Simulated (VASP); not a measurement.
# Ni (Fm-3m) in VASP: a series of runs

Ni is run at these levels: LDA; tasks: single point.

Program: VASP 6.6.1. These are calculated values, not measurements. Logs are shortened: lines on timing, memory, paths and dates and some standing lists are left out, and cuts for length are marked.

## 1. The cell of the first run

Symmetry: Fm-3m, No. 225, cubic system. Conventional cell: a = 3.524 Å, b = 3.524 Å, c = 3.524 Å, α = 90.00°, β = 90.00°, γ = 90.00°. Within 3.3 Å of Ni (site symmetry m-3m) lie 12 Ni at 2.49 Å.

## 2. Single point, LDA

File INCAR:

```
  PREC = Accurate
  ENCUT = 520
  EDIFF = 1E-7
  ISMEAR = -1
  SIGMA = 0.1
  LREAL = F
  LASPH = T
  NELM = 80
  ALGO = Normal
  ISIF = 2
  LWAVE = F
  LCHARG = F
  NBANDS = 22
```

File KPOINTS:

```
Automatic mesh
0
Gamma
  14 14 5
```

File POSCAR:

```
Ni
1.0
    0.0000000000      1.7619350000      1.7619350000
   -1.7619350000      1.7619350000      0.0000000000
   -3.5238700000     -3.5238700000      3.5238700000
Ni
3
Direct
    0.0000000000      0.0000000000      0.0000000000
    0.3333333333      0.3333333333      0.3333333333
    0.6666666667      0.6666666667      0.6666666667
```

Potentials or basis: VASP PAW LDA potentials, release 64 (Ni).

Launch:

```console
cat potpaw_LDA.64/Ni/POTCAR > POTCAR
mpirun -np 1 vasp_std > vasp.out
```

OUTCAR:

```text
PREC = Accurate
   ENCUT = 520
   EDIFF = 1E-7
   ISMEAR = -1
   LREAL = F
   LASPH = T
   NELM = 80
   ISIF = 2

 ion  position               nearest neighbor table
   1  0.000  0.000  0.000-   2 2.49   3 2.49   3 2.49   3 2.49   2 2.49   2 2.49
   2  0.333  0.333  0.333-   1 2.49   1 2.49   1 2.49   3 2.49   3 2.49   3 2.49
   3  0.667  0.667  0.667-   1 2.49   1 2.49   1 2.49   2 2.49   2 2.49   2 2.49

  LATTYP: Found a hexagonal cell.
 ALAT       =     2.4917523730
 C/A-ratio  =     2.4494897428

  Lattice vectors:

 A1 = (   1.7619350000,  -1.7619350000,   0.0000000000)
 A2 = (   0.0000000000,   1.7619350000,   1.7619350000)
 A3 = (  -3.5238700000,  -3.5238700000,   3.5238700000)

Analysis of symmetry for initial positions (statically):
=====================================================================
 Subroutine PRICEL returns following result:

  LATTYP: Found a face centered cubic cell.
 ALAT       =     3.5238699998

  Lattice vectors:

 A1 = (   0.0000000002,  -1.7619350000,   1.7619349998)
 A2 = (  -1.7619349998,   0.0000000000,   1.7619349998)
 A3 = (  -1.7619350004,  -1.7619350000,   0.0000000004)

   3 primitive cells build up your supercell.

 Routine SETGRP: Setting up the symmetry group for a
 hexagonal supercell.

 Subroutine GETGRP returns: Found 12 space group operations
 (whereof 12 operations were pure point group operations)
 out of a pool of 24 trial point group operations.

The static configuration has the point symmetry D_3d.

Analysis of symmetry for dynamics (positions and initial velocities):
=====================================================================
 Subroutine PRICEL returns following result:

  LATTYP: Found a face centered cubic cell.
 ALAT       =     3.5238699998

  Lattice vectors:

 A1 = (   0.0000000002,  -1.7619350000,   1.7619349998)
 A2 = (  -1.7619349998,   0.0000000000,   1.7619349998)
 A3 = (  -1.7619350004,  -1.7619350000,   0.0000000004)

   3 primitive cells build up your supercell.

 Routine SETGRP: Setting up the symmetry group for a
 hexagonal supercell.

 Subroutine GETGRP returns: Found 12 space group operations
[... 85 lines left out ...]
   total plane-waves  NPLWV =  19200
   dimension x,y,z NGX =    20 NGY =   20 NGZ =   48
   dimension x,y,z NGXF=    40 NGYF=   40 NGZF=   96
   ions per type =               3
   NGX,Y,Z   is equivalent  to a cutoff of  13.34, 13.34, 13.07 a.u.
   NGXF,Y,Z  is equivalent  to a cutoff of  26.69, 26.69, 26.15 a.u.
 SYSTEM =  unknown system
   PREC   = accura    normal or accurate (medium, high low for compatibility)
   ISTART =      0    job   : 0-new  1-cont  2-samecut
   ICHARG =      2    charge: 1-file 2-atom 10-const
   ISPIN  =      1    spin polarized calculation?
   LNONCOLLINEAR =      F non collinear calculations
   LSORBIT =      F    spin-orbit coupling
   LASPH  =      T    aspherical Exc in radial PAW
   ENCUT  =  520.0 eV  38.22 Ry    6.18 a.u.   4.63  4.63 11.35*2*pi/ulx,y,z
   NELM   =     80;   NELMIN=  2; NELMDL= -5     # of ELM steps
   EDIFF  = 0.1E-06   stopping-criterion for ELM
   LREAL  =      F    real-space projection
   EDIFFG = 0.1E-05   stopping-criterion for IOM
   NSW    =      0    number of steps for IOM
   IBRION =     -1    ionic relax: 0-MD 1-quasi-New 2-CG
   NFREE  =      0    steps in history (QN), initial steepest desc. (CG)
   ISIF   =      2    stress and relaxation
   ISYM   =      2    0-nonsym 1-usesym 2-fastsym
   POTIM  = 0.5000    time-step for ionic-motion
   TEBEG  =    0.0;   TEEND  =   0.0 temperature during run
   PSTRESS=    0.0 pullay stress
   NELECT =      30.0000    total number of electrons
   NUPDOWN=      -1.0000    fix difference up-down
   EMIN   =  10.00;   EMAX   =-10.00  energy-range for DOS
   EFERMI =   0.00;   METHOD = LEGACY
   ISMEAR =    -1;   SIGMA  =   0.10  broadening in eV -4-tet -1-fermi 0-gaus
   EFERMI_NEDOS =   21; number of points for ismear=-14 and -15
   IALGO  =     38    algorithm
   IMIX   =      4    mixing-type and parameters
     AMIX     =   0.40;   BMIX     =  1.00
     AMIX_MAG =   1.60;   BMIX_MAG =  1.00
  volume/ion in A,a.u.               =      10.94        73.82
  Fermi-wavevector in a.u.,A,eV,Ry     =   1.588821  3.002436 34.345893  2.524352
  Thomas-Fermi vector in A             =   2.687765
   LORBIT       =      0    0 simple, 1 ext, 2 COOP (PROOUT), +10 PAW based schemes
   GGA     = CA    functional components
   LHFCALC =     F    Hartree Fock is set to
   AEXX    =    0.0000 exact exchange contribution
   IVDW    =     0    specifies the selected vdW correction
   LEPSILON=     F    determine dielectric tensor
   LRPA    =     F    only Hartree local field effects (RPA)
 non-spin polarized calculation
  energy-cutoff  :      520.00
  volume of cell :       32.82
 maximum number of plane-waves:       898
   NGX =  9   NGY =  9   NGZ = 23

 number of electron      30.0000011 magnetization

 Free energy of the ion-electron system (eV)
  ---------------------------------------------------
  ext. energy  EPLUGINS =         0.00000000
  ---------------------------------------------------
  free energy    TOTEN  =       -19.60122713 eV

  energy without entropy =      -19.33375134  energy(sigma->0) =      -19.46748923

 E-fermi :   8.8134     XC(G=0): -13.5793

 val. band max:        8.8113736703   @ k =   0.3571   0.0714   0.2000
 cond. band min:       8.8176009790   @ k =   0.4286   0.0714   0.0000
 fundamental gap:      0.0062273087
 Fermi energy:         8.8134455118

 k-point     1 :       0.0000    0.0000    0.0000
  band No.  band energies     occupation
      1       0.0220      2.00000
      2       3.5101      2.00000
      3       3.5101      2.00000
      4       6.8206      2.00000
      5       6.8206      2.00000
      6       6.9350      2.00000
[... 589 lines left out ...]
     21      16.7834      0.00000
     22      19.1856      0.00000

 [... further k-points ...]
[... 5 lines left out ...]
  --------------------------------------------------------------------------------------
  -------------------------------------------------------------------------------------
  Total       -3.6976089     -3.6976089     -3.6976089     -0.0023063      0.0023063      0.0023063
  in kB     -180.5139050   -180.5139050   -180.5139050     -0.1125910      0.1125910      0.1125910
  external PRESSURE =    -180.5139050 kB  Pullay stress =       0.0000000 kB

 VOLUME and BASIS-vectors are now :
 -----------------------------------------------------------------------------
  energy-cutoff  :      520.00
  volume of cell :       32.82
      direct lattice vectors                 reciprocal lattice vectors
     0.000000000  1.761935000  1.761935000     0.189185942  0.189185942  0.378371885
    -1.761935000  1.761935000  0.000000000    -0.378371885  0.189185942 -0.189185942
    -3.523870000 -3.523870000  3.523870000    -0.094592971 -0.094592971  0.094592971

 POSITION                                       TOTAL-FORCE (eV/Angst)
 -----------------------------------------------------------------------------------
      0.00000      0.00000      0.00000         0.000000     -0.000000     -0.000000
     -1.76193      0.00000      1.76193        -0.000000      0.000000      0.000000
     -3.52387      0.00000      3.52387         0.000000     -0.000000     -0.000000
 -----------------------------------------------------------------------------------
    total drift:                                0.000000      0.000000      0.000000

  FREE ENERGIE OF THE ION-ELECTRON SYSTEM (eV)
  ---------------------------------------------------
  free  energy   TOTEN  =       -19.6012271263 eV

  energy  without entropy=      -19.3337513353  energy(sigma->0) =      -19.46748923
```

Wall time 87 s (1 thread of AMD EPYC 7R43 (Zen 3), shared host); peak memory 0.14 GiB.

What came out:

| Item | Value |
| --- | --- |
| Free energy | -19.6012 eV |
| Pressure | -18.1 GPa |
| Band gap on the k mesh | zero (band 15 reaches 8.95 eV, above the bottom of band 16 at 8.19 eV) |

Levels at points of the mesh, in eV from the Fermi level:
```
           k point  band 11  band 12  band 13  band 14  band 15  band 16  band 17  band 18  band 19  band 20
(0.00, 0.00, 0.00)    -1.76    -1.76    -0.76    -0.76    -0.39    -0.39    -0.39    -0.39    10.74    10.74
(0.50, 0.00, 0.00)    -0.04    -0.01    -0.01     0.14     0.14     2.03     2.03     2.61     7.11     7.11
```

Caveat: the run has no spin polarisation, though such a crystal can be magnetic.

## 3. Single point, LDA

File INCAR:

```
SYSTEM = Ni
  ALGO = Normal
  EDIFF = 1E-7
  ENCUT = 520
  ISIF = 2
  ISMEAR = 1
  LASPH = .True.
  LCHARG = .False.
  LREAL = .False.
  LWAVE = .False.
  NBANDS = 22
  NELM = 80
  PREC = Accurate
  SIGMA = 0.001
```

File KPOINTS:

```
k-points
0
Gamma
  14 14 5
  0 0 0
```

POSCAR is that of step 2.

Potentials or basis: VASP PAW LDA potentials, release 64 (Ni).

Launch:

```console
cat potpaw_LDA.64/Ni/POTCAR > POTCAR
mpirun -np 1 vasp_std > vasp.out
```

It took 1.9 min on 1 thread of AMD EPYC 7R43 (Zen 3), shared host; peak memory 0.14 GiB.

Results (log left out):

* Free energy: -19.4331 eV
* Pressure: -18.9 GPa
* Band gap on the k mesh: zero (band 15 reaches 8.95 eV, above the bottom of band 16 at 8.19 eV)

Levels at points of the mesh, in eV from the Fermi level:
```csv
k point,band 11,band 12,band 13,band 14,band 15,band 16,band 17,band 18,band 19,band 20
"(0.00, 0.00, 0.00)",-1.71,-1.71,-0.71,-0.71,-0.35,-0.35,-0.35,-0.35,10.79,10.79
"(0.50, 0.00, 0.00)",0.01,0.04,0.04,0.18,0.18,2.08,2.08,2.66,7.15,7.15
```

Caveat: the run has no spin polarisation, though such a crystal can be magnetic.
